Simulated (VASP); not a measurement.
# CsPPb (P4/nmm) in VASP: single point with PBEsol

Aim: the single point of CsPPb with PBEsol.

Program: VASP 6.6.1. These are calculated values, not measurements. Logs are shortened: lines on timing, memory, paths and dates and some standing lists are left out, and cuts for length are marked.

### Step 1. The cell of the first run

Symmetry: P4/nmm, No. 129, tetragonal system. The conventional cell has a = 5.148 Å, b = 5.148 Å, c = 7.811 Å, α = 90.00°, β = 90.00°, γ = 90.00°. Cs (site symmetry 4mm) has 6 P at 3.63 to 4.18 Å and 4 Pb at 3.79 Å and 4 Cs at 4.28 Å within 4.8 Å. Within 3.9 Å of P (site symmetry 4mm) lie 4 Pb at 2.93 Å and 5 Cs at 3.63 to 3.89 Å. Pb (site symmetry -4m2) has 4 P at 2.93 Å and 4 Pb at 3.64 Å and 4 Cs at 3.79 Å within 3.9 Å.

### Step 2. Single point, PBEsol

Input file INCAR:

```
SYSTEM = CsPPb
PREC = Accurate ; ENCUT = 520
EDIFF = 1E-6 ; ISMEAR = -1
SIGMA = 0.03 ; LREAL = .FALSE.
LASPH = .TRUE. ; NELM = 100
ALGO = Normal ; ISIF = 2
LWAVE = .FALSE. ; LCHARG = .TRUE.
GGA = PS ; LELF = .TRUE.
LVHAR = .TRUE. ; NBANDS = 37
```

Input file KPOINTS:

```
Automatic mesh
0
G
  4 4 2
  0 0 0
```

Input file POSCAR:

```
CsPPb
1.0
    5.1478015984      0.0000000000      0.0000000000
    0.0000000000      5.1478015984      0.0000000000
    0.0000000000      0.0000000000      7.8111658865
Cs P Pb
2 2 2
Direct
    0.0000000000      0.5000000000      0.6445817210
    0.5000000000      0.0000000000      0.3554182790
    0.5000000000      0.0000000000      0.8202637310
    0.0000000000      0.5000000000      0.1797362690
    0.5000000000      0.5000000000      0.0000000000
    0.0000000000      0.0000000000      0.0000000000
```

Potentials or basis: VASP PAW PBE potentials, release 64 (Cs_sv, P, Pb_d).

Launch:

```bash
$ cat potpaw_PBE.64/Cs_sv/POTCAR potpaw_PBE.64/P/POTCAR potpaw_PBE.64/Pb_d/POTCAR > POTCAR
$ mpirun -np 1 vasp_std > vasp.out
```

OUTCAR:

```text
SYSTEM = CsPPb
   PREC = Accurate
   ENCUT = 520
   EDIFF = 1E-6
   ISMEAR = -1
   LREAL = .FALSE.
   LASPH = .TRUE.
   NELM = 100
   ISIF = 2
   GGA = PS

 ion  position               nearest neighbor table
   1  0.000  0.500  0.645-
   2  0.500  0.000  0.355-
   3  0.500  0.000  0.820-   5 2.93   6 2.93   5 2.93   6 2.93
   4  0.000  0.500  0.180-   5 2.93   6 2.93   6 2.93   5 2.93
   5  0.500  0.500  0.000-   3 2.93   4 2.93   3 2.93   4 2.93   6 3.64   6 3.64   6 3.64   6 3.64

   6  0.000  0.000  0.000-   3 2.93   4 2.93   4 2.93   3 2.93   5 3.64   5 3.64   5 3.64   5 3.64

  LATTYP: Found a simple tetragonal cell.
 ALAT       =     5.1478015984
 C/A-ratio  =     1.5173789699

  Lattice vectors:

 A1 = (   5.1478015984,   0.0000000000,   0.0000000000)
 A2 = (   0.0000000000,   5.1478015984,   0.0000000000)
 A3 = (   0.0000000000,   0.0000000000,   7.8111658865)

Analysis of symmetry for initial positions (statically):
=====================================================================
 Subroutine PRICEL returns:
 Original cell was already a primitive cell.

 Routine SETGRP: Setting up the symmetry group for a
 simple tetragonal supercell.

 Subroutine GETGRP returns: Found 16 space group operations
 (whereof  8 operations were pure point group operations)
 out of a pool of 16 trial point group operations.

The static configuration has the point symmetry D_2d.
 The point group associated with its full space group is D_4h.

Analysis of symmetry for dynamics (positions and initial velocities):
=====================================================================
 Subroutine PRICEL returns:
 Original cell was already a primitive cell.

 Routine SETGRP: Setting up the symmetry group for a
 simple tetragonal supercell.

 Subroutine GETGRP returns: Found 16 space group operations
 (whereof  8 operations were pure point group operations)
 out of a pool of 16 trial point group operations.

The dynamic configuration has the point symmetry D_2d.
 The point group associated with its full space group is D_4h.

 Subroutine INISYM returns: Found 16 space group operations
 (whereof  8 operations are pure point group operations),
 and found     1 'primitive' translations

----------------------------------------------------------------------------------------

                                     Primitive cell
[... 86 lines left out ...]
   EDIFF  = 0.1E-05   stopping-criterion for ELM
   LREAL  =      F    real-space projection
   EDIFFG = 0.1E-04   stopping-criterion for IOM
   NSW    =      0    number of steps for IOM
   IBRION =     -1    ionic relax: 0-MD 1-quasi-New 2-CG
   NFREE  =      0    steps in history (QN), initial steepest desc. (CG)
   ISIF   =      2    stress and relaxation
   ISYM   =      2    0-nonsym 1-usesym 2-fastsym
   POTIM  = 0.5000    time-step for ionic-motion
   TEBEG  =    0.0;   TEEND  =   0.0 temperature during run
   PSTRESS=    0.0 pullay stress
   NELECT =      56.0000    total number of electrons
   NUPDOWN=      -1.0000    fix difference up-down
   EMIN   =  10.00;   EMAX   =-10.00  energy-range for DOS
   EFERMI =   0.00;   METHOD = LEGACY
   ISMEAR =    -1;   SIGMA  =   0.03  broadening in eV -4-tet -1-fermi 0-gaus
   EFERMI_NEDOS =   21; number of points for ismear=-14 and -15
   IALGO  =     38    algorithm
   IMIX   =      4    mixing-type and parameters
     AMIX     =   0.40;   BMIX     =  1.00
     AMIX_MAG =   1.60;   BMIX_MAG =  1.00
  volume/ion in A,a.u.               =      34.50       232.81
  Fermi-wavevector in a.u.,A,eV,Ry     =   1.058809  2.000859 15.253176  1.121077
  Thomas-Fermi vector in A             =   2.194132
   LORBIT       =      0    0 simple, 1 ext, 2 COOP (PROOUT), +10 PAW based schemes
   GGA     = PS    functional components
   LHFCALC =     F    Hartree Fock is set to
   AEXX    =    0.0000 exact exchange contribution
   IVDW    =     0    specifies the selected vdW correction
   LEPSILON=     F    determine dielectric tensor
   LRPA    =     F    only Hartree local field effects (RPA)
 non-spin polarized calculation
  energy-cutoff  :      520.00
  volume of cell :      206.99
 maximum number of plane-waves:      5596
 NGX is ok and might be reduce to    40
   NGX = 19   NGY = 19   NGZ = 29

 number of electron      55.9999997 magnetization

 Free energy of the ion-electron system (eV)
  ---------------------------------------------------
  ext. energy  EPLUGINS =         0.00000000
  ---------------------------------------------------
  free energy    TOTEN  =       -22.31490427 eV

  energy without entropy =      -22.30969307  energy(sigma->0) =      -22.31229867

 E-fermi :   4.4975     XC(G=0):  -8.9051

 val. band max:        4.4294424735   @ k =   0.0000   0.0000   0.0000
 cond. band min:       4.5267196860   @ k =   0.2500   0.0000   0.0000
 fundamental gap:      0.0972772125
 Fermi energy:         4.4974879131

 k-point     1 :       0.0000    0.0000    0.0000
  band No.  band energies     occupation
      1     -18.5412      2.00000
      2     -18.4458      2.00000
      3     -12.6798      2.00000
      4     -12.6705      2.00000
      5     -12.5984      2.00000
      6     -12.5889      2.00000
[... 469 lines left out ...]
     36       8.1235      0.00000
     37       8.3477      0.00000

------------------------ aborting loop because EDIFF is reached ----------------------------------------

  FORCE on cell =-STRESS in cart. coord.  units (eV):
  Direction    XX          YY          ZZ          XY          YZ          ZX
  --------------------------------------------------------------------------------------
  -------------------------------------------------------------------------------------
  Total        0.0029547      0.0029547      0.0609046      0.0000000      0.0000000      0.0000000
  in kB        0.0228702      0.0228702      0.4714125      0.0000000      0.0000000      0.0000000
  external PRESSURE =       0.1723843 kB  Pullay stress =       0.0000000 kB

 VOLUME and BASIS-vectors are now :
 -----------------------------------------------------------------------------
  energy-cutoff  :      520.00
  volume of cell :      206.99
      direct lattice vectors                 reciprocal lattice vectors
     5.147801598  0.000000000  0.000000000     0.194257681  0.000000000  0.000000000
     0.000000000  5.147801598  0.000000000     0.000000000  0.194257681  0.000000000
     0.000000000  0.000000000  7.811165887     0.000000000  0.000000000  0.128021862

 POSITION                                       TOTAL-FORCE (eV/Angst)
 -----------------------------------------------------------------------------------
      0.00000      2.57390      5.03493         0.000000     -0.000000     -0.005072
      2.57390      0.00000      2.77623         0.000000     -0.000000      0.005072
      2.57390      0.00000      6.40722         0.000000     -0.000000      0.004959
      0.00000      2.57390      1.40395         0.000000     -0.000000     -0.004959
      2.57390      2.57390      0.00000         0.000000      0.000000      0.000000
      0.00000      0.00000      0.00000        -0.000000     -0.000000      0.000000
 -----------------------------------------------------------------------------------
    total drift:                               -0.000000     -0.000000      0.000000

  FREE ENERGIE OF THE ION-ELECTRON SYSTEM (eV)
  ---------------------------------------------------
  free  energy   TOTEN  =       -22.3149042731 eV

  energy  without entropy=      -22.3096930733  energy(sigma->0) =      -22.31229867
```

OSZICAR:

```text
N       E                     dE             d eps       ncg     rms          rms(c)
DAV:   1     0.544575988333E+03    0.54458E+03   -0.23854E+04   888   0.142E+03
DAV:   2     0.509419051966E+02   -0.49363E+03   -0.47515E+03   923   0.363E+02
DAV:   3    -0.204041858098E+02   -0.71346E+02   -0.70190E+02  1211   0.153E+02
DAV:   4    -0.235191608350E+02   -0.31150E+01   -0.31039E+01  1072   0.340E+01
DAV:   5    -0.236444424581E+02   -0.12528E+00   -0.12521E+00  1262   0.743E+00    0.467E+00
DAV:   6    -0.224048866688E+02    0.12396E+01   -0.35960E+00  1204   0.778E+00    0.228E+00
DAV:   7    -0.223444603809E+02    0.60426E-01   -0.56631E-01  1086   0.257E+00    0.154E+00
DAV:   8    -0.223133389996E+02    0.31121E-01   -0.12429E-01  1246   0.155E+00    0.283E-01
DAV:   9    -0.223134515263E+02   -0.11253E-03   -0.27580E-02  1145   0.719E-01    0.206E-01
DAV:  10    -0.223145517331E+02   -0.11002E-02   -0.33132E-03  1033   0.303E-01    0.481E-02
DAV:  11    -0.223148390340E+02   -0.28730E-03   -0.44722E-04  1020   0.104E-01    0.345E-02
DAV:  12    -0.223148742002E+02   -0.35166E-04   -0.76398E-05  1224   0.443E-02    0.171E-02
DAV:  13    -0.223149010759E+02   -0.26876E-04   -0.27830E-05   999   0.186E-02    0.891E-03
DAV:  14    -0.223149041604E+02   -0.30845E-05   -0.11614E-05  1051   0.182E-02    0.252E-03
DAV:  15    -0.223149042731E+02   -0.11270E-06   -0.17517E-06   867   0.757E-03
   1 F= -.22314904E+02 E0= -.22312299E+02  d E =-.521120E-02
```

It took 98 s on 1 thread of Intel Xeon Platinum 8259CL at 2.50GHz (Skylake/Cascade Lake), shared host; peak memory 0.34 GiB.

Results:

| Quantity | Value |
| --- | --- |
| Free energy | -22.3149 eV |
| Pressure | 0.0 GPa |
| Largest force | 0.005 eV/Å |
| Band gap on the k mesh | zero (band 28 reaches 4.91 eV, above the bottom of band 29 at 4.00 eV) |

Forces in eV/Å, atoms in the order of the input:
```
Cs   0.000  0.000 -0.005
Cs   0.000  0.000  0.005
P    0.000  0.000  0.005
P    0.000  0.000 -0.005
Pb   0.000  0.000  0.000
Pb   0.000  0.000  0.000
```

Caveat: the k points lie up to 0.40 Å⁻¹ apart; the PAW data sets were made with another functional, which shifts forces and pressure a little; spin-orbit coupling is left out, which moves the levels of the heavy elements.
